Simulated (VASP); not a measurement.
The system is As.

```
As
1.0
     1.84240    1.06371    3.44233
    -1.84240    1.06371    3.44233
     0.00000   -2.12742    3.44233
As
2
Cartesian
  0.0000 0.0000 2.3339
  0.0000 0.0000 7.9931
```

Program: VASP 6.6.1. Alike in all runs: task single point; no spin polarisation; cell as given; k mesh 9 × 9 × 9; cutoff (eV) 520; smearing fermi-dirac 0.05 eV.

Task: Order these runs on this cell by their pressure, lowest first.
A. level LDA; potentials or basis VASP PAW LDA potentials, release 64 (As)
B. level PBE; potentials or basis VASP PAW PBE potentials, release 64 (As)
C. level r2SCAN; potentials or basis VASP PAW PBE potentials, release 64 (As)

Result: A (4.5 GPa), C (7.8 GPa), B (10.0 GPa).

Caveats: the PAW data sets were made with another functional, which shifts forces and pressure a little (some runs).
